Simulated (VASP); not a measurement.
# W32F (a cell with a defect) in VASP: a series of runs

W32F (a cell with a defect) is run at these levels: PBE; tasks: single point.

Everything below comes from runs of VASP 6.6.1. Logs are shortened: lines on timing, memory, paths and dates and some standing lists are left out, and cuts for length are marked.

## Step 1: The cell of the first run

The cell holds a defect, 33 atoms: a = 9.006 Å, b = 9.006 Å, c = 9.006 Å, α = 60.00°, β = 60.00°, γ = 60.00°.

## Step 2: Single point, PBE

Input file INCAR:

```
ALGO = Normal
EDIFF = 1E-7
ENCUT = 520
GGA = PE
ISIF = 2
ISMEAR = 1
LASPH = T
LCHARG = F
LREAL = Auto
LWAVE = F
NBANDS = 250
NELM = 100
PREC = Accurate
SIGMA = 0.1
```

Input file KPOINTS:

```
k-points
0
Gamma
  1 1 1
```

Input file POSCAR:

```
W32F
1.0
    0.0000000000      6.3684112200      6.3684112200
    6.3684112200      0.0000000000      6.3684112200
    6.3684112200      6.3684112200      0.0000000000
W F
32 1
Direct
    0.0028525168      0.0003876948      0.0036326172
    0.1261380543      0.1240461667      0.1300757711
    0.2472293239      0.2503550642      0.2523868112
    0.4025157000      0.3646505258      0.3523378787
   -0.0034514103      0.0078416733      0.5038448192
    0.1247914861      0.1253409167      0.6272252783
    0.2589338915      0.2352812104      0.7687437778
    0.3744423715      0.3786018077      0.8789308364
   -0.0012434813      0.5017197994      0.0054886531
    0.1266167451      0.6264151862      0.1251209246
    0.2521650918      0.7534127170      0.2506089737
    0.3721615044      0.8786875261      0.3799670619
   -0.0376374094      0.5073641429      0.4966556635
    0.1154847692      0.6516663822      0.6393714789
    0.2461548015      0.7577313765      0.7572215162
    0.3762412503      0.8739478039      0.8799701851
    0.4970106971     -0.0002521037      0.0042721016
    0.6269564515      0.1256766362      0.1254104788
    0.7570922061      0.2467952282      0.2462900786
    0.8652358194      0.3777583477      0.3734343493
    0.5019459155     -0.0014659857      0.5022974945
    0.6279495563      0.1250932097      0.6254223954
    0.7457258704      0.2517400250      0.7522797813
    0.8733280261      0.3767924082      0.8786866624
    0.5042116297      0.5001787557     -0.0038309398
    0.6267979347      0.6240481123      0.1253322018
    0.7459786807      0.7526550712      0.2513675617
    0.8741319943      0.8789005305      0.3776136491
    0.4992793948      0.5008411658      0.5031811529
    0.6124074538      0.6305900108      0.6262595744
    0.7459566187      0.7516263216      0.7536676471
    0.8740246676      0.8786047739      0.8783428561
    0.1784580896      0.4535566879      0.5504494573
```

Potentials or basis: VASP PAW PBE potentials, release 64 (W_sv, F).

On the command line:

```bash
$ cat potpaw_PBE.64/W_sv/POTCAR potpaw_PBE.64/F/POTCAR > POTCAR
$ mpirun -np 1 vasp_gam > vasp.out
```

OUTCAR:

```text
EDIFF = 1E-7
   ENCUT = 520
   GGA = PE
   ISIF = 2
   ISMEAR = 1
   LASPH = T
   LREAL = Auto
   NELM = 100
   PREC = Accurate

 ion  position               nearest neighbor table
   1  0.003  0.000  0.004-   2 2.75  16 2.75  10 2.75  28 2.75  18 2.76  32 2.76  24 2.77   6 2.77
                            19 3.11  15 3.11   7 3.13  11 3.16  27 3.21  23 3.24
   2  0.126  0.124  0.130-   7 2.66  19 2.71   3 2.72  11 2.73  17 2.73   1 2.75   5 2.75   9 2.78
                            12 3.16  28 3.17  20 3.17  16 3.19   8 3.20  24 3.21
   3  0.247  0.250  0.252-   2 2.72   4 2.73  12 2.73   8 2.75   6 2.76  10 2.77  18 2.79  20 2.81
                             5 3.14   9 3.15  17 3.18  13 3.21  21 3.21  25 3.23
   4  0.403  0.365  0.352-  33 2.03  19 2.61  25 2.62  21 2.70   3 2.73  29 2.83  11 2.87  18 2.97
                             7 3.06  26 3.09  22 3.18  10 3.21  13 3.24   6 3.30
   5  0.997  0.008  0.504-  14 2.62  22 2.71   6 2.71  20 2.72   2 2.75  32 2.75  12 2.76  28 2.78
                            23 3.14   3 3.14  19 3.17  15 3.20  31 3.23  11 3.23
   6  0.125  0.125  0.627-  15 2.70   5 2.71   3 2.76   1 2.77  21 2.77  23 2.79  13 2.83   7 2.84
                            12 3.15  32 3.17  24 3.20  16 3.21  20 3.27   4 3.30
   7  0.259  0.235  0.769-  33 2.10   2 2.66  16 2.66  22 2.72   8 2.72   6 2.84  24 2.84  17 3.02
                            14 3.06   4 3.06   1 3.13   9 3.21  21 3.21  29 3.23
   8  0.374  0.379  0.879-  25 2.71   7 2.72  23 2.73   3 2.75   9 2.76  29 2.76  17 2.79  15 2.79
                            30 3.12  10 3.15  18 3.18  14 3.18   2 3.20  22 3.23
   9  0.999  0.502  0.005-  14 2.70  20 2.71  26 2.74  10 2.74   8 2.76  32 2.77  24 2.77   2 2.78
[... 32 lines left out ...]
                            23 3.14  31 3.14  15 3.17  19 3.20   3 3.23  11 3.23
  26  0.627  0.624  0.125-  31 2.73   9 2.74  27 2.75  11 2.76  25 2.76  17 2.76  19 2.77  29 2.78
                             4 3.09  20 3.10  24 3.15  16 3.16  32 3.20  12 3.24
  27  0.746  0.753  0.251-  18 2.74  32 2.74  12 2.75  26 2.75  30 2.76  20 2.76  10 2.80  28 2.80
                            13 2.95  17 3.16  21 3.16   9 3.16  29 3.17   1 3.21
  28  0.874  0.879  0.378-  19 2.71  21 2.74   1 2.75  13 2.75  31 2.77   5 2.78  11 2.78  27 2.80
                            22 3.15   2 3.17  18 3.18  14 3.21  10 3.22  30 3.25
  29  0.499  0.501  0.503-  30 2.69  20 2.69  22 2.76   8 2.76  12 2.78  26 2.78  14 2.83   4 2.83
                            23 3.16  27 3.17  11 3.18   7 3.23  15 3.25  19 3.25
  30  0.612  0.631  0.626-  13 2.58  29 2.69  15 2.70  21 2.71  25 2.72  27 2.76  23 2.79  31 2.81
                            12 3.10   8 3.12  16 3.17  20 3.22  28 3.25  24 3.27
  31  0.746  0.752  0.754-  16 2.72  14 2.73  26 2.73  22 2.75  24 2.76  28 2.77  32 2.79  30 2.81
                            25 3.14  21 3.15  17 3.18  13 3.21   9 3.21   5 3.23
  32  0.874  0.879  0.878-  15 2.74  27 2.74  23 2.74   5 2.75   1 2.76   9 2.77  17 2.77  31 2.79
                            14 2.97  18 3.15   6 3.17  22 3.18  10 3.18  26 3.20
  33  0.178  0.454  0.550-  13 2.01   4 2.03  14 2.03   7 2.10

  LATTYP: Found a face centered cubic cell.
 ALAT       =    12.7368224400

  Lattice vectors:

 A1 = (   0.0000000000,   6.3684112200,   6.3684112200)
 A2 = (   6.3684112200,   0.0000000000,   6.3684112200)
 A3 = (   6.3684112200,   6.3684112200,   0.0000000000)

Analysis of symmetry for initial positions (statically):
=====================================================================
 Subroutine PRICEL returns:
 Original cell was already a primitive cell.

 Routine SETGRP: Setting up the symmetry group for a
 face centered cubic supercell.

 Subroutine GETGRP returns: Found  1 space group operations
 (whereof  1 operations were pure point group operations)
 out of a pool of 48 trial point group operations.

The static configuration has the point symmetry C_1 .

Analysis of symmetry for dynamics (positions and initial velocities):
=====================================================================
 Subroutine PRICEL returns:
 Original cell was already a primitive cell.

 Routine SETGRP: Setting up the symmetry group for a
 face centered cubic supercell.

 Subroutine GETGRP returns: Found  1 space group operations
 (whereof  1 operations were pure point group operations)
 out of a pool of 48 trial point group operations.

The dynamic configuration has the point symmetry C_1 .

 Subroutine INISYM returns: Found  1 space group operations
 (whereof  1 operations are pure point group operations),
 and found     1 'primitive' translations

----------------------------------------------------------------------------------------

                                     Primitive cell

  volume of cell :     516.5630

  direct lattice vectors                    reciprocal lattice vectors
[... 83 lines left out ...]
 Grid dimensions read from file:
 generate k-points for:    1    1    1

 Generating k-lattice:

  Cartesian coordinates                     Fractional coordinates (reciprocal lattice)
    -0.078512518  0.078512518  0.078512518     1.000000000  0.000000000  0.000000000
     0.078512518 -0.078512518  0.078512518     0.000000000  1.000000000  0.000000000
     0.078512518  0.078512518 -0.078512518     0.000000000  0.000000000  1.000000000

  Length of vectors
     0.135987670  0.135987670  0.135987670

  Shift w.r.t. Gamma in fractional coordinates (k-lattice)
     0.000000000  0.000000000  0.000000000

 Subroutine IBZKPT returns following result:
 ===========================================

 Found      1 irreducible k-points:

 Following reciprocal coordinates:
            Coordinates               Weight
  0.000000  0.000000  0.000000      1.000000
   k-points           NKPTS =      1   k-points in BZ     NKDIM =      1   number of bands    NBANDS=    250
   number of dos      NEDOS =    301   number of ions     NIONS =     33
   total plane-waves  NPLWV = 343000
   dimension x,y,z NGX =    70 NGY =   70 NGZ =   70
   dimension x,y,z NGXF=   140 NGYF=  140 NGZF=  140
   ions per type =              32   1
   NGX,Y,Z   is equivalent  to a cutoff of  12.92, 12.92, 12.92 a.u.
   NGXF,Y,Z  is equivalent  to a cutoff of  25.84, 25.84, 25.84 a.u.
 SYSTEM =  unknown system
   PREC   = accura    normal or accurate (medium, high low for compatibility)
   ISTART =      0    job   : 0-new  1-cont  2-samecut
   ICHARG =      2    charge: 1-file 2-atom 10-const
   ISPIN  =      1    spin polarized calculation?
   LNONCOLLINEAR =      F non collinear calculations
   LSORBIT =      F    spin-orbit coupling
   LASPH  =      T    aspherical Exc in radial PAW
   ENCUT  =  520.0 eV  38.22 Ry    6.18 a.u.  16.75 16.75 16.75*2*pi/ulx,y,z
   NELM   =    100;   NELMIN=  2; NELMDL= -5     # of ELM steps
   EDIFF  = 0.1E-06   stopping-criterion for ELM
   LREAL  =      T    real-space projection
   EDIFFG = 0.1E-05   stopping-criterion for IOM
   NSW    =      0    number of steps for IOM
   IBRION =     -1    ionic relax: 0-MD 1-quasi-New 2-CG
   NFREE  =      0    steps in history (QN), initial steepest desc. (CG)
   ISIF   =      2    stress and relaxation
   ISYM   =      2    0-nonsym 1-usesym 2-fastsym
   POTIM  = 0.5000    time-step for ionic-motion
   TEBEG  =    0.0;   TEEND  =   0.0 temperature during run
   PSTRESS=    0.0 pullay stress
   NELECT =     455.0000    total number of electrons
   NUPDOWN=      -1.0000    fix difference up-down
   EMIN   =  10.00;   EMAX   =-10.00  energy-range for DOS
   EFERMI =   0.00;   METHOD = LEGACY
   ISMEAR =     1;   SIGMA  =   0.10  broadening in eV -4-tet -1-fermi 0-gaus
   EFERMI_NEDOS =   21; number of points for ismear=-14 and -15
   IALGO  =     38    algorithm
   IMIX   =      4    mixing-type and parameters
     AMIX     =   0.40;   BMIX     =  1.00
     AMIX_MAG =   1.60;   BMIX_MAG =  1.00
  volume/ion in A,a.u.               =      15.65       105.63
  Fermi-wavevector in a.u.,A,eV,Ry     =   1.569294  2.965535 33.506828  2.462682
  Thomas-Fermi vector in A             =   2.671197
   LORBIT       =      0    0 simple, 1 ext, 2 COOP (PROOUT), +10 PAW based schemes
   GGA     = PE    functional components
   LHFCALC =     F    Hartree Fock is set to
   AEXX    =    0.0000 exact exchange contribution
   IVDW    =     0    specifies the selected vdW correction
   LEPSILON=     F    determine dielectric tensor
   LRPA    =     F    only Hartree local field effects (RPA)
 non-spin polarized calculation
 Methfessel and Paxton  Order N= 1 SIGMA  =   0.10
  energy-cutoff  :      520.00
  volume of cell :      516.56
 maximum number of plane-waves:      6926
 NGX is ok and might be reduce to    70
   NGX = 33   NGY = 33   NGZ = 33

 number of electron     455.0000010 magnetization

 Free energy of the ion-electron system (eV)
  ---------------------------------------------------
  ext. energy  EPLUGINS =         0.00000000
  ---------------------------------------------------
  free energy    TOTEN  =      -421.15975521 eV

  energy without entropy =     -421.14009133  energy(sigma->0) =     -421.15320058

 E-fermi :  11.4984     XC(G=0): -13.5593

 val. band max:       11.3174846310   @ k =   0.0000   0.0000   0.0000
 cond. band min:      11.5007519426   @ k =   0.0000   0.0000   0.0000
 fundamental gap:      0.1832673116
 Fermi energy:        11.4984433056

 k-point     1 :       0.0000    0.0000    0.0000
  band No.  band energies     occupation
      1     -62.7037      2.00000
      2     -62.6725      2.00000
      3     -62.6632      2.00000
      4     -62.6434      2.00000
      5     -62.6275      2.00000
      6     -62.6096      2.00000
[... 231 lines left out ...]
    238      12.8199     -0.00000
    239      13.0618     -0.00000
 [bands above 239 left out]

------------------------ aborting loop because EDIFF is reached ----------------------------------------

  FORCE on cell =-STRESS in cart. coord.  units (eV):
  Direction    XX          YY          ZZ          XY          YZ          ZX
  --------------------------------------------------------------------------------------
  -------------------------------------------------------------------------------------
  Total       -5.7140622     -9.5914431    -14.8442326     -0.0074953      2.6997879     -0.0117918
  in kB      -17.7227966    -29.7489228    -46.0410312     -0.0232474      8.3736912     -0.0365734
  external PRESSURE =     -31.1709168 kB  Pullay stress =       0.0000000 kB

 VOLUME and BASIS-vectors are now :
 -----------------------------------------------------------------------------
  energy-cutoff  :      520.00
  volume of cell :      516.56
      direct lattice vectors                 reciprocal lattice vectors
     0.000000000  6.368411220  6.368411220    -0.078512518  0.078512518  0.078512518
     6.368411220  0.000000000  6.368411220     0.078512518 -0.078512518  0.078512518
     6.368411220  6.368411220  0.000000000     0.078512518  0.078512518 -0.078512518

 POSITION                                       TOTAL-FORCE (eV/Angst)
 -----------------------------------------------------------------------------------
      0.02560      0.04130      0.02063        -0.000066     -0.003881      0.011519
      1.61835      1.63168      1.59328         0.000555      0.000995      0.002645
      3.20167      3.18176      3.16882         0.006703      0.000109      0.001656
      4.56608      4.80722      4.88563        -0.101030      0.006255      0.047550
      3.25863      9.55512      6.39637        -0.001146     -0.007213      0.006533
      4.79265      4.78915      1.59295        -0.001231      0.002113     -0.005274
[... 25 lines left out ...]
     11.18896     11.15980     11.16146         0.002123     -0.000113     -0.002020
      6.39392      4.64198      4.02493        -0.002501      0.025965      0.005794
 -----------------------------------------------------------------------------------
    total drift:                                0.005158      0.001223     -0.002575

  FREE ENERGIE OF THE ION-ELECTRON SYSTEM (eV)
  ---------------------------------------------------
  free  energy   TOTEN  =      -421.1597552084 eV

  energy  without entropy=     -421.1400913301  energy(sigma->0) =     -421.15320058
```

It took 7.2 min on 1 thread of Intel Xeon Platinum 8375C at 2.90GHz (Ice Lake), shared host; peak memory 0.7 GiB.

What came out:

- Free energy: -421.1598 eV
- Pressure: -3.1 GPa
- Largest force: 0.120 eV/Å

Forces on the atoms (eV/Å):
```
W    0.000 -0.004  0.012
W    0.001  0.001  0.003
W    0.007  0.000  0.002
W   -0.101  0.006  0.048
W   -0.001 -0.007  0.007
W   -0.001  0.002 -0.005
W    0.000  0.058 -0.030
W    0.008 -0.003 -0.006
W   -0.007  0.007  0.003
W   -0.008  0.001 -0.004
W    0.000  0.020 -0.014
W   -0.004 -0.001 -0.006
W    0.001 -0.104 -0.061
W    0.102  0.006  0.048
W    0.001  0.003  0.002
W   -0.001  0.001 -0.001
W    0.001  0.002  0.002
W   -0.002  0.002 -0.002
W   -0.003  0.003  0.001
W   -0.007 -0.004 -0.002
W    0.005  0.008  0.004
W   -0.006 -0.004 -0.005
W    0.001  0.005  0.006
W    0.000  0.001 -0.005
W    0.002 -0.005  0.006
W    0.003  0.000 -0.002
W    0.000 -0.001  0.001
W    0.007  0.000 -0.005
W    0.002 -0.012  0.000
W    0.006 -0.005 -0.003
W   -0.004 -0.001  0.003
W    0.002  0.000 -0.002
F   -0.003  0.026  0.006
```

Caveat: the k points lie up to 0.85 Å⁻¹ apart; spin-orbit coupling is left out, which moves the levels of the heavy elements; an odd number of electrons without spin polarisation forces a metal; a magnetic or distorted state may lie lower.

## Step 3: Single point, PBE

Input file INCAR:

```
PREC = Accurate
ENCUT = 520
EDIFF = 1E-7
ISMEAR = 1
SIGMA = 0.1
LREAL = Auto
LASPH = True
NELM = 100
ALGO = Normal
ISIF = 2
LWAVE = False
LCHARG = False
GGA = PE
NBANDS = 250
```

Input file KPOINTS:

```
regular mesh
0
Gamma
  1 1 1
```

Input file POSCAR:

```
W32F
1.0
    0.0000000000      6.3684112200      6.3684112200
    6.3684112200      0.0000000000      6.3684112200
    6.3684112200      6.3684112200      0.0000000000
W F
32 1
Direct
   -0.0041481449      0.0010615247      0.0053914753
    0.1166799555      0.1221985337      0.1355818453
    0.2438297140      0.2532602704      0.2436423838
    0.3671242112      0.3827690570      0.3407856640
    0.0004635188     -0.0005574069      0.5046335713
    0.1228511606      0.1257579641      0.6256530393
    0.2226405335      0.2400400406      0.7810526063
    0.3735302132      0.3763375601      0.8776514197
   -0.0042396741      0.4994877990      0.0052053288
    0.1217560889      0.6281148612      0.1244138813
    0.2481239076      0.7543223057      0.2524976727
    0.3742351483      0.8832543559      0.3749611369
   -0.0044726830      0.5017554861      0.5051057668
    0.1211708128      0.6286976671      0.6306177629
    0.2504070664      0.7540815300      0.7505489295
    0.3727479320      0.8739724387      0.8803583601
    0.4957966503      0.0004998526      0.0063785056
    0.6227306838      0.1271444507      0.1241379071
    0.7491437494      0.2522124037      0.2517048585
    0.8759120131      0.3771274239      0.3772056528
    0.4976832678      0.0007059088      0.5031671715
    0.6390881897      0.1108002291      0.6373277847
    0.7494060814      0.2540350438      0.7527962647
    0.8665299755      0.3756317625      0.8826487960
    0.4965939452      0.5060610590     -0.0091713209
    0.6241094051      0.6270226931      0.1243863214
    0.7487538098      0.7540052639      0.2524804339
    0.8740288702      0.8758307581      0.3813186527
    0.5098564650      0.5270033909      0.4938327210
    0.6276400612      0.6331158098      0.6245823121
    0.7504063958      0.7494080407      0.7546647143
    0.8746687413      0.8751941158      0.8754335743
    0.4207023865      0.3289437066      0.5570023811
```

Potentials or basis: VASP PAW PBE potentials, release 64 (W_sv, F).

On the command line:

```bash
$ cat potpaw_PBE.64/W_sv/POTCAR potpaw_PBE.64/F/POTCAR > POTCAR
$ mpirun -np 1 vasp_gam > vasp.out
```

Run time: 5.7 min. Hardware: 1 thread of Intel Xeon Platinum 8559C (Emerald Rapids), shared host; peak memory 0.69 GiB.

Results (log left out):

- Free energy: -421.1599 eV
- Pressure: -3.1 GPa
- Largest force: 0.130 eV/Å

Forces on the atoms (eV/Å):
```
W   -0.002 -0.001 -0.001
W   -0.001  0.000 -0.002
W   -0.011  0.002 -0.011
W   -0.065 -0.112 -0.001
W   -0.003 -0.001  0.005
W    0.002 -0.002  0.000
W    0.045  0.010 -0.096
W   -0.002  0.000 -0.001
W    0.000  0.001  0.000
W    0.001  0.000 -0.001
W    0.002  0.001 -0.004
W    0.002 -0.003  0.001
W   -0.001  0.002  0.003
W   -0.001 -0.002  0.001
W    0.001  0.001  0.000
W    0.002  0.001  0.001
W    0.000 -0.003  0.001
W    0.003 -0.001 -0.001
W    0.007  0.003 -0.004
W    0.002  0.002 -0.001
W    0.007  0.003  0.004
W   -0.037  0.068  0.000
W    0.004 -0.003  0.000
W    0.002 -0.003 -0.001
W   -0.010  0.001  0.010
W    0.003 -0.002  0.000
W   -0.002 -0.001  0.002
W    0.002  0.000  0.000
W    0.046  0.010  0.097
W   -0.001  0.001  0.001
W   -0.005 -0.001 -0.005
W    0.000  0.004  0.000
F    0.011  0.025  0.002
```

Stress tensor (GPa, compression positive):
```
-4.60  0.83  0.00
 0.83 -2.98  0.00
 0.00  0.00 -1.77
```

Levels at points of the mesh, in eV from the Fermi level:
```
           k point  band 225  band 226  band 227  band 228  band 229  band 230
(0.00, 0.00, 0.00)     -0.54     -0.21     -0.18      0.00      0.43      0.46
```

Caveat: the k points lie up to 0.85 Å⁻¹ apart; spin-orbit coupling is left out, which moves the levels of the heavy elements; an odd number of electrons without spin polarisation forces a metal; a magnetic or distorted state may lie lower.

[end of part 1 of 2]
